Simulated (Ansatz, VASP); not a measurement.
One calculation of Ge, two programs

Contents of POSCAR:

```
Ge
1.0
    3.9357139709      0.0000000000      0.0000000000
   -1.9678569854      3.4084282808      0.0000000000
    0.0000000000      0.0000000000      6.6027109586
Ge
4
Direct
    0.6666666667      0.3333333333      0.0629814339
    0.3333333333      0.6666666667      0.5629814339
    0.6666666667      0.3333333333      0.4370185661
    0.3333333333      0.6666666667      0.9370185661
```

The input INCAR.step1:

```
PREC     = Accurate       # precision mode
ENCUT    = 520            # plane-wave cutoff, eV
ISMEAR   = 0              # smearing method
SIGMA    = 0.03           # smearing width, eV
LREAL    = F              # projectors in reciprocal space
LASPH    = T              # aspherical terms in the spheres
NELM     = 100            # most SCF steps
NBANDS   = 36             # bands
GGA      = PE             # functional
ALGO     = Normal         # electronic algorithm
EDIFF    = 1E-4           # SCF threshold, eV
LWAVE    = T              # write WAVECAR
LCHARG   = F              # write CHGCAR
```

The input INCAR.step2:

```
PREC     = Accurate       # precision mode
ENCUT    = 520            # plane-wave cutoff, eV
EDIFF    = 1E-6           # SCF threshold, eV
ISMEAR   = 0              # smearing method
SIGMA    = 0.03           # smearing width, eV
LREAL    = F              # projectors in reciprocal space
LASPH    = T              # aspherical terms in the spheres
NELM     = 100            # most SCF steps
ALGO     = Normal         # electronic algorithm
ISIF     = 2              # what is computed and relaxed
LWAVE    = F              # write WAVECAR
LCHARG   = T              # write CHGCAR
METAGGA  = R2SCAN         # meta-GGA
LMIXTAU  = T            
LELF     = T              # ELF
LVHAR    = T            
NBANDS   = 36             # bands
ISTART   = 1
```

The input KPOINTS:

```
Automatic mesh
0
Gamma
  12 12 6
```

Input for Ansatz:

```yaml
crystal:
  lattice:
    - [3.9357139709, 0.0, 0.0]
    - [-1.9678569854, 3.4084282808, 0.0]
    - [0.0, 0.0, 6.6027109586]
  atoms:
    - { symbol: Ge, position: [0.6666666667, 0.3333333333, 0.0629814339] }
    - { symbol: Ge, position: [0.3333333333, 0.6666666667, 0.5629814339] }
    - { symbol: Ge, position: [0.6666666667, 0.3333333333, 0.4370185661] }
    - { symbol: Ge, position: [0.3333333333, 0.6666666667, 0.9370185661] }
basis:
  ecutwfc: 500
kpoints:
  mp_grid: { grid: [12, 12, 6] }
hamiltonian:
  xc: r2scan
scf:
  occupations: { method: gaussian, width: 0.03 }
output:
  forces: true
  stress: true
  eigenvalues: true
```

Change from the starting cell: strain -0.015 along x and y, +0.000 along z, atoms carried along.

Alike in both runs: task single point; functional r2SCAN; k mesh 12 × 12 × 6; occupations gaussian, width 0.03 eV; no spin polarisation.

```csv
,VASP,Ansatz
version,VASP 6.6.1,Ansatz 0.2.0
potentials or method,"VASP PAW PBE potentials, release 64 (Ge_d), cutoff 520 eV","scalar-relativistic, plane waves, PAW"
valence electrons in the cell,56,56
```

|  | VASP | Ansatz | Ansatz less VASP |
| --- | --- | --- | --- |
| gap on the k mesh at the Fermi level (eV) | 0.31 | 0.34 | +0.024 |
| least direct gap on the mesh (eV) | 0.31 | 0.34 | +0.024 |
| pressure (GPa) | 2.4 | 2.3 | -0.04 |
| traceless stress, the component that is largest in VASP (GPa) | -2.02 | -2.04 | -0.020 |
| rms of the force components (eV/Å) | 0.092 | 0.090 | -0.0022 |

VASP's potentials were made for PBE, not for r2SCAN. Atom by atom the forces differ by 0.002 eV/Å (rms over components).
